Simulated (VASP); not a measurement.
# AlN in VASP: notebook, part 2 of 3

VASP 6.6.1. Earlier steps stand in the parts before.

## 3. Single point, LDA

This run uses another cell than the first one, of 10.23 Å³/atom, 1.015 times its volume.

INCAR reads:

```
  ALGO = Normal
  EDIFF = 1E-7
  ENCUT = 520
  ISIF = 2
  ISMEAR = 0
  LASPH = T
  LCHARG = F
  LREAL = F
  LWAVE = F
  NBANDS = 11
  NELM = 100
  PREC = Accurate
  SIGMA = 0.01
```

KPOINTS reads:

```
k-points
0
Gamma
  8 8 8
```

POSCAR reads:

```
AlN
1.0
    0.0000000000      2.1711430940      2.1711430940
    2.1711430940      0.0000000000      2.1711430940
    2.1711430940      2.1711430940      0.0000000000
Al N
1 1
Direct
    0.0000000000      0.0000000000      0.0000000000
    0.2500000000      0.2500000000      0.2500000000
```

Potentials or basis: VASP PAW LDA potentials, release 64 (Al, N).

The run is started by

```
cat potpaw_LDA.64/Al/POTCAR potpaw_LDA.64/N/POTCAR > POTCAR
mpirun -np 1 vasp_std > vasp.out
```

OUTCAR:

```text
EDIFF = 1E-7
   ENCUT = 520
   ISIF = 2
   ISMEAR = 0
   LASPH = T
   LREAL = F
   NELM = 100
   PREC = Accurate

 ion  position               nearest neighbor table
   1  0.000  0.000  0.000-   2 1.88   2 1.88   2 1.88   2 1.88
   2  0.250  0.250  0.250-   1 1.88   1 1.88   1 1.88   1 1.88

  LATTYP: Found a face centered cubic cell.
 ALAT       =     4.3422861880

  Lattice vectors:

 A1 = (   0.0000000000,   2.1711430940,   2.1711430940)
 A2 = (   2.1711430940,   0.0000000000,   2.1711430940)
 A3 = (   2.1711430940,   2.1711430940,   0.0000000000)

Analysis of symmetry for initial positions (statically):
=====================================================================
 Subroutine PRICEL returns:
 Original cell was already a primitive cell.

 Routine SETGRP: Setting up the symmetry group for a
 face centered cubic supercell.

 Subroutine GETGRP returns: Found 24 space group operations
 (whereof 24 operations were pure point group operations)
 out of a pool of 48 trial point group operations.

The static configuration has the point symmetry T_d .

Analysis of symmetry for dynamics (positions and initial velocities):
=====================================================================
 Subroutine PRICEL returns:
 Original cell was already a primitive cell.

 Routine SETGRP: Setting up the symmetry group for a
 face centered cubic supercell.

 Subroutine GETGRP returns: Found 24 space group operations
 (whereof 24 operations were pure point group operations)
 out of a pool of 48 trial point group operations.

The dynamic configuration has the point symmetry T_d .

 Subroutine INISYM returns: Found 24 space group operations
 (whereof 24 operations are pure point group operations),
 and found     1 'primitive' translations

----------------------------------------------------------------------------------------

                                     Primitive cell

  volume of cell :      20.4689

  direct lattice vectors                    reciprocal lattice vectors
     0.000000000  2.171143094  2.171143094    -0.230293435  0.230293435  0.230293435
     2.171143094  0.000000000  2.171143094     0.230293435 -0.230293435  0.230293435
     2.171143094  2.171143094  0.000000000     0.230293435  0.230293435 -0.230293435

  length of vectors
     3.070460009  3.070460009  3.070460009     0.398879929  0.398879929  0.398879929

  position of ions in fractional coordinates (direct lattice)
     0.000000000  0.000000000  0.000000000
     0.250000000  0.250000000  0.250000000

  ion indices of the primitive-cell ions
   primitive index   ion index
                 1           1
                 2           2

----------------------------------------------------------------------------------------

 KPOINTS: k-points

Automatic generation of k-mesh.
 Grid dimensions read from file:
 generate k-points for:    8    8    8

 Generating k-lattice:

  Cartesian coordinates                     Fractional coordinates (reciprocal lattice)
    -0.028786679  0.028786679  0.028786679     0.125000000  0.000000000  0.000000000
     0.028786679 -0.028786679  0.028786679     0.000000000  0.125000000  0.000000000
     0.028786679  0.028786679 -0.028786679     0.000000000  0.000000000  0.125000000

  Length of vectors
     0.049859991  0.049859991  0.049859991

  Shift w.r.t. Gamma in fractional coordinates (k-lattice)
     0.000000000  0.000000000  0.000000000

 Subroutine IBZKPT returns following result:
 ===========================================

 Found     29 irreducible k-points:

 Following reciprocal coordinates:
            Coordinates               Weight
  0.000000  0.000000  0.000000      1.000000
  0.125000  0.000000  0.000000      8.000000
  0.250000  0.000000  0.000000      8.000000
  0.375000  0.000000  0.000000      8.000000
  0.500000  0.000000  0.000000      4.000000
  0.125000  0.125000  0.000000      6.000000
[... 16 lines left out ...]
  0.500000  0.250000  0.125000     48.000000
 -0.375000  0.250000  0.125000     24.000000
 [... further k-points ...]
   k-points           NKPTS =     29   k-points in BZ     NKDIM =     29   number of bands    NBANDS=     11
   number of dos      NEDOS =    301   number of ions     NIONS =      2
   total plane-waves  NPLWV =  13824
   dimension x,y,z NGX =    24 NGY =   24 NGZ =   24
   dimension x,y,z NGXF=    48 NGYF=   48 NGZF=   48
   ions per type =               1   1
   NGX,Y,Z   is equivalent  to a cutoff of  12.99, 12.99, 12.99 a.u.
   NGXF,Y,Z  is equivalent  to a cutoff of  25.99, 25.99, 25.99 a.u.
 SYSTEM =  unknown system
   PREC   = accura    normal or accurate (medium, high low for compatibility)
   ISTART =      0    job   : 0-new  1-cont  2-samecut
   ICHARG =      2    charge: 1-file 2-atom 10-const
   ISPIN  =      1    spin polarized calculation?
   LNONCOLLINEAR =      F non collinear calculations
   LSORBIT =      F    spin-orbit coupling
   LASPH  =      T    aspherical Exc in radial PAW
   ENCUT  =  520.0 eV  38.22 Ry    6.18 a.u.   5.71  5.71  5.71*2*pi/ulx,y,z
   NELM   =    100;   NELMIN=  2; NELMDL= -5     # of ELM steps
   EDIFF  = 0.1E-06   stopping-criterion for ELM
   LREAL  =      F    real-space projection
   EDIFFG = 0.1E-05   stopping-criterion for IOM
   NSW    =      0    number of steps for IOM
   IBRION =     -1    ionic relax: 0-MD 1-quasi-New 2-CG
   NFREE  =      0    steps in history (QN), initial steepest desc. (CG)
   ISIF   =      2    stress and relaxation
   ISYM   =      2    0-nonsym 1-usesym 2-fastsym
   POTIM  = 0.5000    time-step for ionic-motion
   TEBEG  =    0.0;   TEEND  =   0.0 temperature during run
   PSTRESS=    0.0 pullay stress
   NELECT =       8.0000    total number of electrons
   NUPDOWN=      -1.0000    fix difference up-down
   EMIN   =  10.00;   EMAX   =-10.00  energy-range for DOS
   EFERMI =   0.00;   METHOD = LEGACY
   ISMEAR =     0;   SIGMA  =   0.01  broadening in eV -4-tet -1-fermi 0-gaus
   EFERMI_NEDOS =   21; number of points for ismear=-14 and -15
   IALGO  =     38    algorithm
   IMIX   =      4    mixing-type and parameters
     AMIX     =   0.40;   BMIX     =  1.00
     AMIX_MAG =   1.60;   BMIX_MAG =  1.00
  volume/ion in A,a.u.               =      10.23        69.07
  Fermi-wavevector in a.u.,A,eV,Ry     =   1.196942  2.261892 19.492655  1.432670
  Thomas-Fermi vector in A             =   2.332869
   LORBIT       =      0    0 simple, 1 ext, 2 COOP (PROOUT), +10 PAW based schemes
   GGA     = CA    functional components
   LHFCALC =     F    Hartree Fock is set to
   AEXX    =    0.0000 exact exchange contribution
   IVDW    =     0    specifies the selected vdW correction
   LEPSILON=     F    determine dielectric tensor
   LRPA    =     F    only Hartree local field effects (RPA)
 non-spin polarized calculation
 Gauss-broadening in eV      SIGMA  =   0.01
  energy-cutoff  :      520.00
  volume of cell :       20.47
 maximum number of plane-waves:       568
   NGX = 11   NGY = 11   NGZ = 11

 number of electron       8.0000000 magnetization

 Free energy of the ion-electron system (eV)
  ---------------------------------------------------
  ext. energy  EPLUGINS =         0.00000000
  ---------------------------------------------------
  free energy    TOTEN  =       -16.37532786 eV

  energy without entropy =      -16.37532786  energy(sigma->0) =      -16.37532786

 E-fermi :   6.0222     XC(G=0): -11.3436

 val. band max:        5.8771246435   @ k =   0.0000   0.0000   0.0000
 cond. band min:       9.1075230279   @ k =   0.5000   0.5000   0.0000
 fundamental gap:      3.2303983844
 Fermi energy:         6.0222299901

 k-point     1 :       0.0000    0.0000    0.0000
  band No.  band energies     occupation
      1      -9.0501      2.00000
      2       5.8771      2.00000
      3       5.8771      2.00000
      4       5.8771      2.00000
      5      10.2705      0.00000
      6      18.3849      0.00000
      7      18.3849      0.00000
      8      18.3849      0.00000
      9      23.5408      0.00000
     10      23.5408      0.00000
     11      24.9600      0.00000
[... 309 lines left out ...]
 k-point    24 :      -0.3750    0.2500    0.1250
  band No.  band energies     occupation
      1      -6.5358      2.00000
      2       0.6203      2.00000
      3       3.6086      2.00000
      4       4.7336      2.00000
      5      12.9275      0.00000
      6      15.1560      0.00000
      7      18.0409      0.00000
      8      18.5333      0.00000
      9      23.0323      0.00000
     10      24.6265      0.00000
     11      27.9424      0.00000

 [... further k-points ...]
[... 5 lines left out ...]
  --------------------------------------------------------------------------------------
  -------------------------------------------------------------------------------------
  Total        0.0804048      0.0804048      0.0804048     -0.0000000     -0.0000000      0.0000000
  in kB        6.2935756      6.2935756      6.2935756     -0.0000000     -0.0000000      0.0000000
  external PRESSURE =       6.2935756 kB  Pullay stress =       0.0000000 kB

 VOLUME and BASIS-vectors are now :
 -----------------------------------------------------------------------------
  energy-cutoff  :      520.00
  volume of cell :       20.47
      direct lattice vectors                 reciprocal lattice vectors
     0.000000000  2.171143094  2.171143094    -0.230293435  0.230293435  0.230293435
     2.171143094  0.000000000  2.171143094     0.230293435 -0.230293435  0.230293435
     2.171143094  2.171143094  0.000000000     0.230293435  0.230293435 -0.230293435

 POSITION                                       TOTAL-FORCE (eV/Angst)
 -----------------------------------------------------------------------------------
      0.00000      0.00000      0.00000         0.000000      0.000000      0.000000
      1.08557      1.08557      1.08557        -0.000000     -0.000000     -0.000000
 -----------------------------------------------------------------------------------
    total drift:                               -0.000000     -0.000000     -0.000000

  FREE ENERGIE OF THE ION-ELECTRON SYSTEM (eV)
  ---------------------------------------------------
  free  energy   TOTEN  =       -16.3753278603 eV

  energy  without entropy=      -16.3753278603  energy(sigma->0) =      -16.37532786
```

OSZICAR:

```text
N       E                     dE             d eps       ncg     rms          rms(c)
DAV:   1     0.955467585800E+01    0.95547E+01   -0.39766E+03   662   0.612E+02
DAV:   2    -0.181246758333E+02   -0.27679E+02   -0.26872E+02   758   0.129E+02
DAV:   3    -0.189391295976E+02   -0.81445E+00   -0.81365E+00   785   0.204E+01
DAV:   4    -0.189424165696E+02   -0.32870E-02   -0.32867E-02   719   0.160E+00
DAV:   5    -0.189424441666E+02   -0.27597E-04   -0.27597E-04   778   0.140E-01    0.875E+00
DAV:   6    -0.164488361266E+02    0.24936E+01   -0.12735E+01   701   0.175E+01    0.297E+00
DAV:   7    -0.164046974582E+02    0.44139E-01   -0.10786E-01   734   0.247E+00    0.197E+00
DAV:   8    -0.163758753583E+02    0.28822E-01   -0.30984E-02   722   0.158E+00    0.400E-01
DAV:   9    -0.163753140257E+02    0.56133E-03   -0.19887E-03   752   0.273E-01    0.187E-01
DAV:  10    -0.163753316046E+02   -0.17579E-04   -0.11346E-04   719   0.743E-02    0.577E-02
DAV:  11    -0.163753278905E+02    0.37141E-05   -0.37874E-06   758   0.158E-02    0.999E-03
DAV:  12    -0.163753278603E+02    0.30187E-07   -0.68745E-08   466   0.199E-03
   1 F= -.16375328E+02 E0= -.16375328E+02  d E =-.119069E-95
```

stdout:

```text
POSCAR found type information on POSCAR AlN
 POSCAR found :  2 types and       2 ions
 scaLAPACK will be used
 LDA part: xc-table for (Slater(with rela. corr.)+CA(PZ))
 , standard interpolation
 POSCAR, INCAR and KPOINTS ok, starting setup
 FFT: planning ... GRIDC
 FFT: planning ... GRID_SOFT
 FFT: planning ... GRID
 WAVECAR not read
 entering main loop
```

Wall time 4.1 s (1 thread of Intel Xeon Platinum 8488C (Sapphire Rapids), shared host); peak memory 0.11 GiB.

What came out:

| Quantity | Value |
| --- | --- |
| Free energy | -16.3753 eV |
| Pressure | 0.6 GPa |
| Band gap on the k mesh | 3.23 eV, indirect (least direct gap 4.39 eV) |

Levels at points of the mesh, in eV from the valence-band top:
```tsv
k point	band 2	band 3	band 4	band 5	band 6	band 7
(0.00, 0.00, 0.00)	0.00	0.00	0.00	4.39	12.51	12.51
(0.50, 0.00, 0.00)	-5.98	-0.49	-0.49	7.43	9.89	11.07
(0.50, 0.50, 0.00)	-5.01	-1.81	-1.81	3.23	8.52	13.99
```

A k mesh can miss the band edges.

## 4. Single point, LDA

This run uses another cell than the first one, of 10.23 Å³/atom, 1.015 times its volume.

INCAR reads:

```
SYSTEM = AlN
  ALGO = Normal
  EDIFF = 1E-7
  ENCUT = 520
  ISIF = 2
  ISMEAR = 0
  LASPH = .TRUE.
  LCHARG = .FALSE.
  LREAL = .FALSE.
  LWAVE = .FALSE.
  NBANDS = 11
  NELM = 80
  PREC = Accurate
  SIGMA = 0.01
```

KPOINTS reads:

```
k-points
0
G
  8 8 8
  0 0 0
```

POSCAR is that of step 3.

The run is started by

```
cat potpaw_LDA.64/Al/POTCAR potpaw_LDA.64/N/POTCAR > POTCAR
mpirun -np 1 vasp_std > vasp.out
```

Run time: 4 s. Hardware: 1 thread of Intel Xeon Platinum 8488C (Sapphire Rapids), shared host; peak memory 0.11 GiB.

Results (log left out):

* Free energy: -16.3753 eV
* Pressure: 0.6 GPa
* Band gap on the k mesh: 3.23 eV, indirect (least direct gap 4.39 eV)

Levels at points of the mesh, in eV from the valence-band top:
```tsv
k point	band 1	band 2	band 3	band 4	band 5	band 6	band 7	band 8	band 9
(0.00, 0.00, 0.00)	-14.93	0.00	0.00	0.00	4.39	12.51	12.51	12.51	17.66
(0.50, 0.00, 0.00)	-12.75	-5.98	-0.49	-0.49	7.43	9.89	11.07	11.07	17.97
(0.50, 0.50, 0.00)	-12.08	-5.01	-1.81	-1.81	3.23	8.52	13.99	15.71	15.71
```

[end of part 2 of 3]
